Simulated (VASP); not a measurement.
Input of a VASP 6.6.1 run:

Contents of INCAR:

```
SYSTEM = ScAl3
ALGO     = Normal         ! electronic algorithm
EDIFF    = 1E-6           ! SCF threshold, eV
ENCUT    = 520            ! plane-wave cutoff, eV
GGA      = PE             ! functional
ISIF     = 2              ! what is computed and relaxed
ISMEAR   = 0              ! smearing method
LASPH    = .True.         ! aspherical terms in the spheres
LCHARG   = .False.        ! write CHGCAR
LREAL    = .False.        ! projectors in reciprocal space
LWAVE    = .False.        ! write WAVECAR
NBANDS   = 18             ! bands
NELM     = 100            ! most SCF steps
PREC     = Accurate       ! precision mode
SIGMA    = 0.15           ! smearing width, eV
```

KPOINTS

```
k-points
0
Gamma
  12 12 12
  0 0 0
```

File POSCAR:

```
ScAl3
1.0
    3.9411173721      0.0000000000      0.0000000000
    0.0000000000      3.9411173721      0.0000000000
    0.0000000000      0.0000000000      3.9411173721
Sc Al
1 3
Direct
    0.0000000000      0.0000000000      0.0000000000
    0.5000000000      0.0000000000      0.5000000000
    0.0000000000      0.5000000000      0.5000000000
    0.5000000000      0.5000000000      0.0000000000
```

Potentials or basis: VASP PAW PBE potentials, release 64 (Sc_sv, Al).

The run is started by

```bash
$ cat potpaw_PBE.64/Sc_sv/POTCAR potpaw_PBE.64/Al/POTCAR > POTCAR
$ mpirun -np 1 vasp_std > vasp.out
```

Q: What does it give for the pressure?

A: 13.7 GPa.

Q: Predict the band gap on the k mesh.

A: Zero (band 10 reaches 9.48 eV, above the bottom of band 11 at 5.25 eV).

Caveat: the cell differs from its parent crystal (strain -0.040 along x and y, -0.040 along z).
